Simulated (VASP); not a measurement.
# AlN (Imm2) in VASP: further runs

AlN is run at these levels: r2SCAN; tasks: single point.

Program: VASP 6.6.1. These are calculated values, not measurements. Logs are shortened: lines on timing, memory, paths and dates and some standing lists are left out, and cuts for length are marked.

## Step 1: The cell of the first run

The structure is orthorhombic, space group Imm2 (No. 44). The conventional cell has a = 3.090 Å, b = 3.090 Å, c = 4.370 Å, α = 90.00°, β = 90.00°, γ = 90.00°. Al (site symmetry mm2) has 4 N at 1.65 to 2.22 Å within 2.3 Å. Within 2.3 Å of N (site symmetry mm2) lie 4 Al at 1.65 to 2.22 Å.

## Step 2: Single point, r2SCAN (all N atoms moved -0.500 Å, as atom 2 along Cartesian [1 0 0])

Contents of POSCAR:

```
AlN
1.0
    0.0000000000      2.1849006282      2.1849006282
    2.1849006282      0.0000000000      2.1849006282
    2.1849006282      2.1849006282      0.0000000000
Al N
1 1
Direct
    0.0000000000      0.0000000000      0.0000000000
    0.8644216798      0.6355783202      0.6355783202
```

Contents of INCAR.step1:

```
  PREC = Accurate
  ENCUT = 520
  ISMEAR = 0
  SIGMA = 0.05
  LREAL = False
  LASPH = True
  NELM = 80
  NBANDS = 11
  GGA = PE
  ALGO = Normal
  EDIFF = 1E-4
  LWAVE = True
  LCHARG = False
```

Contents of INCAR.step2:

```
  PREC = Accurate
  ENCUT = 520
  EDIFF = 1E-6
  ISMEAR = 0
  SIGMA = 0.05
  LREAL = False
  LASPH = True
  NELM = 80
  ALGO = Normal
  ISIF = 2
  LWAVE = False
  LCHARG = False
  METAGGA = R2SCAN
  LMIXTAU = True
  NBANDS = 11
  ISTART = 1
```

Contents of KPOINTS:

```
regular mesh
0
Gamma
  10 10 10
```

Potentials or basis: VASP PAW PBE potentials, release 64 (Al, N).

On the command line:

```bash
$ cat potpaw_PBE.64/Al/POTCAR potpaw_PBE.64/N/POTCAR > POTCAR
$ cp INCAR.step1 INCAR
$ mpirun -np 1 vasp_std > vasp.out
$ cp INCAR.step2 INCAR
$ mpirun -np 1 vasp_std > vasp.out
```

OUTCAR:

```text
PREC = Accurate
   ENCUT = 520
   EDIFF = 1E-6
   ISMEAR = 0
   LREAL = False
   LASPH = True
   NELM = 80
   ISIF = 2
   METAGGA = R2SCAN
   ISTART = 1

 ion  position               nearest neighbor table
   1  0.000  0.000  0.000-   2 1.65   2 1.65   2 2.22   2 2.22
   2  0.864  0.636  0.636-   1 1.65   1 1.65   1 2.22   1 2.22

  LATTYP: Found a face centered cubic cell.
 ALAT       =     4.3698012564

  Lattice vectors:

 A1 = (   0.0000000000,   2.1849006282,   2.1849006282)
 A2 = (   2.1849006282,   0.0000000000,   2.1849006282)
 A3 = (   2.1849006282,   2.1849006282,   0.0000000000)

Analysis of symmetry for initial positions (statically):
=====================================================================
 Subroutine PRICEL returns:
 Original cell was already a primitive cell.

 Routine SETGRP: Setting up the symmetry group for a
 face centered cubic supercell.

 Subroutine GETGRP returns: Found  4 space group operations
 (whereof  4 operations were pure point group operations)
 out of a pool of 48 trial point group operations.

The static configuration has the point symmetry C_2v.

Analysis of symmetry for dynamics (positions and initial velocities):
=====================================================================
 Subroutine PRICEL returns:
 Original cell was already a primitive cell.

 Routine SETGRP: Setting up the symmetry group for a
 face centered cubic supercell.

 Subroutine GETGRP returns: Found  4 space group operations
 (whereof  4 operations were pure point group operations)
 out of a pool of 48 trial point group operations.

The dynamic configuration has the point symmetry C_2v.

 Subroutine INISYM returns: Found  4 space group operations
 (whereof  4 operations are pure point group operations),
 and found     1 'primitive' translations

----------------------------------------------------------------------------------------

                                     Primitive cell

  volume of cell :      20.8605

  direct lattice vectors                    reciprocal lattice vectors
     0.000000000  2.184900628  2.184900628    -0.228843360  0.228843360  0.228843360
     2.184900628  0.000000000  2.184900628     0.228843360 -0.228843360  0.228843360
     2.184900628  2.184900628  0.000000000     0.228843360  0.228843360 -0.228843360

  length of vectors
     3.089916101  3.089916101  3.089916101     0.396368326  0.396368326  0.396368326

  position of ions in fractional coordinates (direct lattice)
     0.000000000  0.000000000  0.000000000
     0.864421680  0.635578320  0.635578320

  ion indices of the primitive-cell ions
   primitive index   ion index
                 1           1
                 2           2

----------------------------------------------------------------------------------------

 KPOINTS: regular mesh

Automatic generation of k-mesh.
 Grid dimensions read from file:
 generate k-points for:   10   10   10

 Generating k-lattice:

  Cartesian coordinates                     Fractional coordinates (reciprocal lattice)
    -0.022884336  0.022884336  0.022884336     0.100000000  0.000000000  0.000000000
     0.022884336 -0.022884336  0.022884336     0.000000000  0.100000000  0.000000000
     0.022884336  0.022884336 -0.022884336     0.000000000  0.000000000  0.100000000

  Length of vectors
     0.039636833  0.039636833  0.039636833

  Shift w.r.t. Gamma in fractional coordinates (k-lattice)
     0.000000000  0.000000000  0.000000000

 Subroutine IBZKPT returns following result:
 ===========================================

 Found    171 irreducible k-points:

 Following reciprocal coordinates:
            Coordinates               Weight
  0.000000  0.000000  0.000000      1.000000
  0.100000  0.000000  0.000000      4.000000
  0.000000  0.100000  0.000000      4.000000
  0.200000  0.000000  0.000000      4.000000
  0.000000  0.200000  0.000000      4.000000
  0.300000  0.000000  0.000000      4.000000
[... 16 lines left out ...]
  0.000000  0.400000  0.100000      4.000000
  0.100000  0.000000  0.400000      8.000000
 [... further k-points ...]
   k-points           NKPTS =    171   k-points in BZ     NKDIM =    171   number of bands    NBANDS=     11
   number of dos      NEDOS =    301   number of ions     NIONS =      2
   total plane-waves  NPLWV =  13824
   dimension x,y,z NGX =    24 NGY =   24 NGZ =   24
   dimension x,y,z NGXF=    48 NGYF=   48 NGZF=   48
   ions per type =               1   1
   NGX,Y,Z   is equivalent  to a cutoff of  12.91, 12.91, 12.91 a.u.
   NGXF,Y,Z  is equivalent  to a cutoff of  25.83, 25.83, 25.83 a.u.
 SYSTEM =  unknown system
   PREC   = accura    normal or accurate (medium, high low for compatibility)
   ISTART =      1    job   : 0-new  1-cont  2-samecut
   ICHARG =      0    charge: 1-file 2-atom 10-const
   ISPIN  =      1    spin polarized calculation?
   LNONCOLLINEAR =      F non collinear calculations
   LSORBIT =      F    spin-orbit coupling
   LASPH  =      T    aspherical Exc in radial PAW
   ENCUT  =  520.0 eV  38.22 Ry    6.18 a.u.   5.75  5.75  5.75*2*pi/ulx,y,z
   NELM   =     80;   NELMIN=  2; NELMDL=  0     # of ELM steps
   EDIFF  = 0.1E-05   stopping-criterion for ELM
   LREAL  =      F    real-space projection
   EDIFFG = 0.1E-04   stopping-criterion for IOM
   NSW    =      0    number of steps for IOM
   IBRION =     -1    ionic relax: 0-MD 1-quasi-New 2-CG
   NFREE  =      0    steps in history (QN), initial steepest desc. (CG)
   ISIF   =      2    stress and relaxation
   ISYM   =      2    0-nonsym 1-usesym 2-fastsym
   POTIM  = 0.5000    time-step for ionic-motion
   TEBEG  =    0.0;   TEEND  =   0.0 temperature during run
   PSTRESS=    0.0 pullay stress
   NELECT =       8.0000    total number of electrons
   NUPDOWN=      -1.0000    fix difference up-down
   EMIN   =  10.00;   EMAX   =-10.00  energy-range for DOS
   EFERMI =   0.00;   METHOD = LEGACY
   ISMEAR =     0;   SIGMA  =   0.05  broadening in eV -4-tet -1-fermi 0-gaus
   EFERMI_NEDOS =   21; number of points for ismear=-14 and -15
   IALGO  =     38    algorithm
   IMIX   =      4    mixing-type and parameters
     AMIX     =   0.40;   BMIX     =  1.00
     AMIX_MAG =   1.60;   BMIX_MAG =  1.00
  volume/ion in A,a.u.               =      10.43        70.39
  Fermi-wavevector in a.u.,A,eV,Ry     =   1.189405  2.247650 19.247952  1.414685
  Thomas-Fermi vector in A             =   2.325513
   LORBIT       =      0    0 simple, 1 ext, 2 COOP (PROOUT), +10 PAW based schemes
   METAGGA = R2SCAN    functional components
   LHFCALC =     F    Hartree Fock is set to
   AEXX    =    0.0000 exact exchange contribution
   IVDW    =     0    specifies the selected vdW correction
   LEPSILON=     F    determine dielectric tensor
   LRPA    =     F    only Hartree local field effects (RPA)
 non-spin polarized calculation
 Gauss-broadening in eV      SIGMA  =   0.05
  energy-cutoff  :      520.00
  volume of cell :       20.86
 maximum number of plane-waves:       588
   NGX = 11   NGY = 11   NGZ = 11

 number of electron       8.0000000 magnetization

 Free energy of the ion-electron system (eV)
  ---------------------------------------------------
  ext. energy  EPLUGINS =         0.00000000
  ---------------------------------------------------
  free energy    TOTEN  =       -17.52207698 eV

  energy without entropy =      -17.52207698  energy(sigma->0) =      -17.52207698

 E-fermi :   6.8514     XC(G=0): -11.3801

 val. band max:        6.6091825393   @ k =   0.0000   0.0000   0.0000
 cond. band min:       9.4384443551   @ k =   0.5000   0.5000   0.0000
 fundamental gap:      2.8292618158
 Fermi energy:         6.8513781672

 k-point     1 :       0.0000    0.0000    0.0000
  band No.  band energies     occupation
      1     -10.1291      2.00000
      2       4.3594      2.00000
      3       5.9101      2.00000
      4       6.6092      2.00000
      5       9.9755      0.00000
      6      19.0441      0.00000
      7      19.1096      0.00000
      8      19.6364      0.00000
      9      23.8934      0.00000
     10      24.1246      0.00000
     11      24.2612      0.00000

 k-point     2 :       0.1000    0.0000    0.0000
  band No.  band energies     occupation
      1      -9.9882      2.00000
      2       4.3138      2.00000
      3       5.2351      2.00000
      4       6.2979      2.00000
      5      10.7777      0.00000
      6      18.2313      0.00000
      7      19.2710      0.00000
      8      19.9819      0.00000
      9      23.0596      0.00000
     10      23.3104      0.00000
     11      24.3554      0.00000

 k-point     3 :       0.0000    0.1000    0.0000
  band No.  band energies     occupation
      1      -9.9801      2.00000
      2       3.8847      2.00000
      3       5.6758      2.00000
      4       6.5347      2.00000
      5      10.5176      0.00000
      6      18.0915      0.00000
      7      19.2048      0.00000
      8      20.5135      0.00000
      9      22.2058      0.00000
     10      23.2058      0.00000
     11      25.6785      0.00000

 k-point     4 :       0.2000    0.0000    0.0000
  band No.  band energies     occupation
      1      -9.5901      2.00000
      2       3.5878      2.00000
      3       4.1993      2.00000
      4       6.0924      2.00000
      5      12.0573      0.00000
      6      17.3272      0.00000
      7      19.2839      0.00000
      8      19.3883      0.00000
      9      22.5604      0.00000
     10      23.2545      0.00000
     11      24.1613      0.00000

 k-point     5 :       0.0000    0.2000    0.0000
  band No.  band energies     occupation
      1      -9.5573      2.00000
      2       2.6243      2.00000
      3       5.4064      2.00000
      4       6.3500      2.00000
      5      11.5520      0.00000
      6      16.9647      0.00000
      7      18.9816      0.00000
      8      20.5146      0.00000
      9      21.8715      0.00000
     10      23.0880      0.00000
     11      24.2624      0.00000
[... 211 lines left out ...]
 k-point    21 :       0.2000   -0.1000   -0.1000
  band No.  band energies     occupation
      1      -9.1054      2.00000
      2       2.3620      2.00000
      3       3.8625      2.00000
      4       5.8182      2.00000
      5      12.9922      0.00000
      6      16.7557      0.00000
      7      18.1372      0.00000
      8      19.2764      0.00000
      9      22.6377      0.00000
     10      24.6536      0.00000
     11      24.6937      0.00000

 k-point    22 :       0.4000    0.1000    0.0000
  band No.  band energies     occupation
      1      -8.5413      2.00000
      2       1.1171      2.00000
      3       3.7888      2.00000
      4       5.5176      2.00000
      5      13.3895      0.00000
      6      15.7265      0.00000
      7      17.7941      0.00000
      8      19.0830      0.00000
      9      23.3836      0.00000
     10      24.6480      0.00000
     11      28.0569      0.00000

 k-point    23 :       0.0000    0.4000    0.1000
  band No.  band energies     occupation
      1      -8.4505      2.00000
      2       0.4201      2.00000
      3       4.6785      2.00000
      4       5.7327      2.00000
      5      13.4074      0.00000
      6      15.0216      0.00000
      7      18.2187      0.00000
      8      18.7744      0.00000
      9      24.0183      0.00000
     10      25.1368      0.00000
     11      26.0806      0.00000

 k-point    24 :       0.1000    0.0000    0.4000
  band No.  band energies     occupation
      1      -8.4347      2.00000
      2       0.3662      2.00000
      3       4.9542      2.00000
      4       5.7079      2.00000
      5      12.8619      0.00000
      6      15.4893      0.00000
      7      17.3549      0.00000
      8      19.6941      0.00000
      9      22.6444      0.00000
     10      25.3816      0.00000
     11      26.9265      0.00000

 [... further k-points ...]

------------------------ aborting loop because EDIFF is reached ----------------------------------------

  FORCE on cell =-STRESS in cart. coord.  units (eV):
  Direction    XX          YY          ZZ          XY          YZ          ZX
  --------------------------------------------------------------------------------------
  -------------------------------------------------------------------------------------
  Total       -0.5397677      5.7420658      5.7420658      0.0000000     -5.7784443      0.0000000
  in kB      -41.4564815    441.0153290    441.0153290      0.0000000   -443.8093488      0.0000000
  external PRESSURE =     280.1913921 kB  Pullay stress =       0.0000000 kB

 VOLUME and BASIS-vectors are now :
 -----------------------------------------------------------------------------
  energy-cutoff  :      520.00
  volume of cell :       20.86
      direct lattice vectors                 reciprocal lattice vectors
     0.000000000  2.184900628  2.184900628    -0.228843360  0.228843360  0.228843360
     2.184900628  0.000000000  2.184900628     0.228843360 -0.228843360  0.228843360
     2.184900628  2.184900628  0.000000000     0.228843360  0.228843360 -0.228843360

 POSITION                                       TOTAL-FORCE (eV/Angst)
 -----------------------------------------------------------------------------------
      0.00000      0.00000      0.00000        -5.711600      0.000000      0.000000
      2.77735      3.27735      3.27735         5.711600      0.000000      0.000000
 -----------------------------------------------------------------------------------
    total drift:                                0.000212      0.000000      0.000000

  FREE ENERGIE OF THE ION-ELECTRON SYSTEM (eV)
  ---------------------------------------------------
  free  energy   TOTEN  =       -17.5220769810 eV

  energy  without entropy=      -17.5220769810  energy(sigma->0) =      -17.52207698
```

Wall time 62 s (1 thread of Intel Xeon Platinum 8488C (Sapphire Rapids), shared host); peak memory 0.16 GiB.

What came out:

* Free energy: -17.5221 eV
* Pressure: 28.0 GPa
* Largest force: 5.712 eV/Å
* Band gap on the k mesh: 2.83 eV (least direct gap 3.37 eV)

Forces on the atoms (eV/Å):
```
Al  -5.712  0.000  0.000
N    5.712  0.000  0.000
```

Stress tensor (GPa, compression positive):
```
 -4.15   0.00   0.00
  0.00  44.10 -44.38
  0.00 -44.38  44.10
```

Levels at points of the mesh, in eV from the valence-band top:
```
           k point  band 1  band 2  band 3  band 4  band 5  band 6  band 7  band 8
(0.00, 0.00, 0.00)  -16.74   -2.25   -0.70    0.00    3.37   12.43   12.50   13.03
(0.50, 0.00, 0.00)  -14.84   -6.47   -2.68   -0.85    6.71    9.63   11.20   11.38
(0.00, 0.50, 0.00)  -14.69   -7.15   -1.51   -0.69    6.39    8.80   10.61   12.32
(0.50, 0.50, 0.00)  -14.13   -6.05   -2.61   -2.40    2.83    7.32   12.76   16.33
(0.00, 0.50, 0.50)  -14.17   -5.84   -3.78   -2.14    3.24    8.76   13.18   15.92
```

Caveat: the cell differs from its parent crystal (all N atoms moved -0.500 Å, as atom 2 along Cartesian [1 0 0]); the cell stands under pressure; the PAW data sets were made with another functional, which shifts forces and pressure a little. A k mesh can miss the band edges.

(Continued in part 2 of 2.)
